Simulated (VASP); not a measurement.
# Cs2NdH4 (I4/mmm) in VASP: single point with PBE

Aim: the single point of Cs2NdH4 with PBE.

Program: VASP 6.6.1. These are calculated values, not measurements. Logs are shortened: lines on timing, memory, paths and dates and some standing lists are left out, and cuts for length are marked.

### Step 1. The cell of the first run

Symmetry: I4/mmm, No. 139, tetragonal system. The conventional cell has a = 4.477 Å, b = 4.477 Å, c = 15.285 Å, α = 90.00°, β = 90.00°, γ = 90.00°. Cs (site symmetry 4mm) has 9 H at 3.12 to 3.38 Å and 4 Nd at 3.84 Å within 4.1 Å. H (site symmetry mmm) has 2 Nd at 2.24 Å and 8 H at 3.07 to 3.17 Å and 4 Cs at 3.12 Å within 3.2 Å. H (site symmetry 4mm) has 1 Nd at 2.09 Å within 2.8 Å. Within 2.8 Å of Nd (site symmetry 4/mmm) lie 6 H at 2.09 to 2.24 Å.

### Step 2. Single point, PBE

POSCAR

```
Cs2NdH4
1.0
    0.0000000000      4.4772187100      0.0000000000
    4.4772187100      0.0000000000      0.0000000000
    2.2386093600      2.2386093600     -7.6424617200
Cs H Nd
2 4 1
Direct
    0.3580000000      0.3580000000      0.2840000000
    0.6420000000      0.6420000000      0.7160000000
    0.5000000000      0.0000000000      0.0000000000
    0.0000000000      0.5000000000      0.0000000000
    0.1370000000      0.1370000000      0.7260000000
    0.8630000000      0.8630000000      0.2740000000
    0.0000000000      0.0000000000      0.0000000000
```

INCAR.step1

```
SYSTEM = Cs2NdH4
PREC = Accurate
ENCUT = 520
EDIFF = 1E-7
ISMEAR = 1
SIGMA = 0.0251
LREAL = .False.
LASPH = .True.
NELM = 100
ALGO = Normal
ISIF = 2
LWAVE = .False.
LCHARG = .True.
LMAXMIX = 6
GGA = PE
NBANDS = 27
```

KPOINTS.step1

```
Automatic mesh
0
Gamma
  5 5 5
  0 0 0
```

INCAR.step2

```
SYSTEM = Cs2NdH4
PREC = Accurate
ENCUT = 520
EDIFF = 1E-7
ISMEAR = -5
SIGMA = 0.0251
LREAL = .False.
LASPH = .True.
NELM = 100
ALGO = Normal
ISIF = 2
LWAVE = .False.
LCHARG = .False.
LMAXMIX = 6
GGA = PE
LORBIT = 11
NBANDS = 27
NEDOS = 1001
ICHARG = 11
```

KPOINTS.step2

```
Automatic mesh
0
Gamma
  8 8 8
  0 0 0
```

Potentials or basis: VASP PAW PBE potentials, release 64 (Cs_sv, H, Nd).

Started as:

```console
$ cat potpaw_PBE.64/Cs_sv/POTCAR potpaw_PBE.64/H/POTCAR potpaw_PBE.64/Nd/POTCAR > POTCAR
$ cp INCAR.step1 INCAR
$ cp KPOINTS.step1 KPOINTS
$ mpirun -np 1 vasp_std > vasp.out
$ cp INCAR.step2 INCAR
$ cp KPOINTS.step2 KPOINTS
$ mpirun -np 1 vasp_std > vasp.out
```

OUTCAR:

```text
SYSTEM = Cs2NdH4
   PREC = Accurate
   ENCUT = 520
   EDIFF = 1E-7
   ISMEAR = -5
   LREAL = .False.
   LASPH = .True.
   NELM = 100
   ISIF = 2
   GGA = PE
   LORBIT = 11
   ICHARG = 11

 ion  position               nearest neighbor table
   1  0.358  0.358  0.284-
   2  0.642  0.642  0.716-
   3  0.500  0.000  0.000-
   4  0.000  0.500  0.000-
   5  0.137  0.137  0.726-   7 2.09
   6  0.863  0.863  0.274-   7 2.09
   7  0.000  0.000  0.000-   5 2.09   6 2.09

  LATTYP: Found a body centered tetragonal cell.
 ALAT       =     4.4772187100
 C/A-ratio  =     3.4139327181

  Lattice vectors:

 A1 = (  -2.2386093600,   2.2386093500,   7.6424617200)
 A2 = (   2.2386093500,  -2.2386093600,   7.6424617200)
 A3 = (   2.2386093600,   2.2386093600,  -7.6424617200)

Analysis of symmetry for initial positions (statically):
=====================================================================
 Subroutine PRICEL returns:
 Original cell was already a primitive cell.

 Routine SETGRP: Setting up the symmetry group for a
 body centered tetragonal supercell.

 Subroutine GETGRP returns: Found 16 space group operations
 (whereof 16 operations were pure point group operations)
 out of a pool of 16 trial point group operations.

The static configuration has the point symmetry D_4h.

Analysis of symmetry for dynamics (positions and initial velocities):
=====================================================================
 Subroutine PRICEL returns:
 Original cell was already a primitive cell.

 Routine SETGRP: Setting up the symmetry group for a
 body centered tetragonal supercell.

 Subroutine GETGRP returns: Found 16 space group operations
 (whereof 16 operations were pure point group operations)
 out of a pool of 16 trial point group operations.

The dynamic configuration has the point symmetry D_4h.

 Subroutine INISYM returns: Found 16 space group operations
 (whereof 16 operations are pure point group operations),
 and found     1 'primitive' translations

----------------------------------------------------------------------------------------

                                     Primitive cell

  volume of cell :     153.1969

  direct lattice vectors                    reciprocal lattice vectors
     0.000000000  4.477218710  0.000000000     0.000000000  0.223352949  0.065423946
     4.477218710  0.000000000  0.000000000     0.223352949  0.000000000  0.065423946
     2.238609360  2.238609360 -7.642461720     0.000000000  0.000000000 -0.130847891

  length of vectors
     4.477218710  4.477218710  8.272240620     0.232737690  0.232737690  0.130847891

  position of ions in fractional coordinates (direct lattice)
     0.358000000  0.358000000  0.284000000
     0.642000000  0.642000000  0.716000000
     0.500000000  0.000000000  0.000000000
     0.000000000  0.500000000  0.000000000
     0.137000000  0.137000000  0.726000000
     0.863000000  0.863000000  0.274000000
     0.000000000  0.000000000  0.000000000

  ion indices of the primitive-cell ions
   primitive index   ion index
                 1           1
                 2           2
                 3           3
                 4           4
                 5           5
                 6           6
                 7           7

----------------------------------------------------------------------------------------

 KPOINTS: Automatic mesh

Automatic generation of k-mesh.
 Grid dimensions read from file:
 generate k-points for:    8    8    8

 Generating k-lattice:

  Cartesian coordinates                     Fractional coordinates (reciprocal lattice)
     0.000000000  0.027919119  0.008177993     0.125000000  0.000000000  0.000000000
     0.027919119  0.000000000  0.008177993     0.000000000  0.125000000  0.000000000
     0.000000000  0.000000000 -0.016355986     0.000000000  0.000000000  0.125000000

  Length of vectors
     0.029092211  0.029092211  0.016355986

  Shift w.r.t. Gamma in fractional coordinates (k-lattice)
     0.000000000  0.000000000  0.000000000

 TETIRR: Found   1382 inequivalent tetrahedra from     3072

 Subroutine IBZKPT returns following result:
 ===========================================

 Found     59 irreducible k-points:

 Following reciprocal coordinates:
            Coordinates               Weight
  0.000000  0.000000  0.000000      1.000000
  0.125000  0.000000  0.000000      8.000000
  0.250000  0.000000  0.000000      8.000000
  0.375000  0.000000  0.000000      8.000000
  0.500000  0.000000  0.000000      4.000000
  0.125000  0.125000  0.000000      8.000000
[... 16 lines left out ...]
  0.250000  0.000000  0.125000      4.000000
  0.375000  0.000000  0.125000      8.000000
 [... further k-points ...]
   k-points           NKPTS =     59   k-points in BZ     NKDIM =     59   number of bands    NBANDS=     27
   number of dos      NEDOS =   1001   number of ions     NIONS =      7
   total plane-waves  NPLWV =  82944
   dimension x,y,z NGX =    36 NGY =   36 NGZ =   64
   dimension x,y,z NGXF=    72 NGYF=   72 NGZF=  128
   ions per type =               2   4   1
   NGX,Y,Z   is equivalent  to a cutoff of  13.37, 13.37, 12.86 a.u.
   NGXF,Y,Z  is equivalent  to a cutoff of  26.73, 26.73, 25.72 a.u.
 SYSTEM =  Cs2NdH4
   PREC   = accura    normal or accurate (medium, high low for compatibility)
   ISTART =      0    job   : 0-new  1-cont  2-samecut
   ICHARG =     11    charge: 1-file 2-atom 10-const
   ISPIN  =      1    spin polarized calculation?
   LNONCOLLINEAR =      F non collinear calculations
   LSORBIT =      F    spin-orbit coupling
   LASPH  =      T    aspherical Exc in radial PAW
   ENCUT  =  520.0 eV  38.22 Ry    6.18 a.u.   8.32  8.32 15.38*2*pi/ulx,y,z
   NELM   =    100;   NELMIN=  2; NELMDL=  0     # of ELM steps
   EDIFF  = 0.1E-06   stopping-criterion for ELM
   LREAL  =      F    real-space projection
   EDIFFG = 0.1E-05   stopping-criterion for IOM
   NSW    =      0    number of steps for IOM
   IBRION =     -1    ionic relax: 0-MD 1-quasi-New 2-CG
   NFREE  =      0    steps in history (QN), initial steepest desc. (CG)
   ISIF   =      2    stress and relaxation
   ISYM   =      2    0-nonsym 1-usesym 2-fastsym
   POTIM  = 0.5000    time-step for ionic-motion
   TEBEG  =    0.0;   TEEND  =   0.0 temperature during run
   PSTRESS=    0.0 pullay stress
   NELECT =      36.0000    total number of electrons
   NUPDOWN=      -1.0000    fix difference up-down
   EMIN   =  10.00;   EMAX   =-10.00  energy-range for DOS
   EFERMI =   0.00;   METHOD = LEGACY
   ISMEAR =    -5;   SIGMA  =   0.03  broadening in eV -4-tet -1-fermi 0-gaus
   EFERMI_NEDOS =   21; number of points for ismear=-14 and -15
   IALGO  =     38    algorithm
   IMIX   =      4    mixing-type and parameters
     AMIX     =   0.40;   BMIX     =  1.00
     AMIX_MAG =   1.60;   BMIX_MAG =  1.00
  volume/ion in A,a.u.               =      21.89       147.69
  Fermi-wavevector in a.u.,A,eV,Ry     =   1.010243  1.909082 13.885973  1.020590
  Thomas-Fermi vector in A             =   2.143220
   LORBIT       =     11    0 simple, 1 ext, 2 COOP (PROOUT), +10 PAW based schemes
   GGA     = PE    functional components
   LHFCALC =     F    Hartree Fock is set to
   AEXX    =    0.0000 exact exchange contribution
   IVDW    =     0    specifies the selected vdW correction
   LEPSILON=     F    determine dielectric tensor
   LRPA    =     F    only Hartree local field effects (RPA)
 non-spin polarized calculation
 Fermi weights with tetrahedron method with Bloechl corrections
  energy-cutoff  :      520.00
  volume of cell :      153.20
 maximum number of plane-waves:      4161
 NGX is ok and might be reduce to    36

 number of electron      35.9999996 magnetization

 Free energy of the ion-electron system (eV)
  ---------------------------------------------------
  ext. energy  EPLUGINS =         0.00000000
  ---------------------------------------------------
  free energy    TOTEN  =       -20.61414716 eV

  energy without entropy =      -20.61414716  energy(sigma->0) =      -20.61414716

 E-fermi :   3.2283     XC(G=0):  -8.3134

 val. band max:        3.2303859312   @ k =  -0.3750   0.2500   0.0000
 cond. band min:       3.2264383877   @ k =   0.3750   0.0000   0.1250
 fundamental gap:     -0.0039475435
 Fermi energy:         3.2283178430

 k-point     1 :       0.0000    0.0000    0.0000
  band No.  band energies     occupation
      1     -34.0511      2.00000
      2     -20.0924      2.00000
      3     -20.0322      2.00000
      4     -15.5706      2.00000
      5     -15.4185      2.00000
      6     -15.4185      2.00000
[... 19 lines left out ...]
     26       5.1836      0.00000
     27       5.2097      0.00000

 k-point     2 :       0.1250    0.0000    0.0000
  band No.  band energies     occupation
      1     -34.0502      2.00000
      2     -20.0868      2.00000
      3     -20.0292      2.00000
      4     -15.5717      2.00000
      5     -15.4470      2.00000
      6     -15.4167      2.00000
[... 652 lines left out ...]
 k-point    24 :       0.3750    0.0000    0.1250
  band No.  band energies     occupation
      1     -34.0461      2.00000
      2     -20.0581      2.00000
      3     -20.0161      2.00000
      4     -15.5796      2.00000
      5     -15.5774      2.00000
      6     -15.4078      2.00000
[... 19 lines left out ...]
     26       4.5388      0.00000
     27       4.6521      0.00000

 [... further k-points ...]

------------------------ aborting loop because EDIFF is reached ----------------------------------------

  FORCE on cell =-STRESS in cart. coord.  units (eV):
  Direction    XX          YY          ZZ          XY          YZ          ZX
  --------------------------------------------------------------------------------------
  -------------------------------------------------------------------------------------
  Total       -6.7418891     -6.7418891     -3.1818566      0.0000000      0.0000000      0.0000000
  in kB      -70.5086328    -70.5086328    -33.2767802      0.0000000      0.0000000      0.0000000
  external PRESSURE =     -58.0980152 kB  Pullay stress =       0.0000000 kB

 VOLUME and BASIS-vectors are now :
 -----------------------------------------------------------------------------
  energy-cutoff  :      520.00
  volume of cell :      153.20
      direct lattice vectors                 reciprocal lattice vectors
     0.000000000  4.477218710  0.000000000     0.000000000  0.223352949  0.065423946
     4.477218710  0.000000000  0.000000000     0.223352949  0.000000000  0.065423946
     2.238609360  2.238609360 -7.642461720     0.000000000  0.000000000 -0.130847891

 POSITION                                       TOTAL-FORCE (eV/Angst)
 -----------------------------------------------------------------------------------
      2.23861      2.23861     -2.17046         0.000000      0.000000     -0.506471
      4.47722      4.47722     -5.47200        -0.000000     -0.000000      0.506471
      0.00000      2.23861      0.00000        -0.000000     -0.000000      0.000000
      2.23861      0.00000      0.00000         0.000000      0.000000      0.000000
      2.23861      2.23861     -5.54843        -0.000000     -0.000000      1.083014
      4.47722      4.47722     -2.09403         0.000000      0.000000     -1.083014
      0.00000      0.00000      0.00000         0.000000      0.000000      0.000000
 -----------------------------------------------------------------------------------
    total drift:                               -0.000000      0.000000      0.000000

  FREE ENERGIE OF THE ION-ELECTRON SYSTEM (eV)
  ---------------------------------------------------
  free  energy   TOTEN  =       -20.6141471595 eV

  energy  without entropy=      -20.6141471595  energy(sigma->0) =      -20.61414716

 total charge

# of ion       s       p       d       f       tot
--------------------------------------------------
    1        1.846   4.671   0.064   0.000   6.581
    2        1.846   4.671   0.064   0.000   6.581
    3        0.549   0.005   0.000   0.000   0.554
    4        0.549   0.005   0.000   0.000   0.554
    5        0.537   0.004   0.000   0.000   0.541
    6        0.537   0.004   0.000   0.000   0.541
    7        1.994   5.416   0.499   3.153  11.062
--------------------------------------------------
tot          7.860  14.775   0.626   3.153  26.414
```

Run time: 7.6 min. Hardware: 1 thread of Intel Xeon Platinum 8259CL at 2.50GHz (Skylake/Cascade Lake), shared host; peak memory 0.44 GiB.

What came out:

| Property | Result |
| --- | --- |
| Valence electrons inside the program's atomic spheres | Cs 6.58; H 0.55, 0.54 (each value once); Nd 11.06 |

Levels at points of the mesh, in eV from the Fermi level:
```
           k point  band 14  band 15  band 16  band 17  band 18  band 19  band 20  band 21  band 22  band 23
(0.00, 0.00, 0.00)    -4.88    -4.23    -3.16    -0.15     0.00     0.00     0.04     0.21     0.21     0.29
(0.50, 0.00, 0.00)    -3.78    -3.17    -2.40    -0.32    -0.10     0.00     0.05     0.19     0.23     0.28
(0.50, 0.50, 0.00)    -3.10    -3.05    -3.04    -0.06     0.04     0.04     0.06     0.15     0.30     0.38
(0.00, 0.00, 0.50)    -4.89    -4.43    -3.36    -0.12    -0.07    -0.01    -0.01     0.21     0.21     0.29
```

Caveat: spin-orbit coupling is left out, which moves the levels of the heavy elements; semilocal functionals describe open f shells poorly, which spoils levels, moments and volumes; tetrahedron occupations give inexact forces and stress in metals.
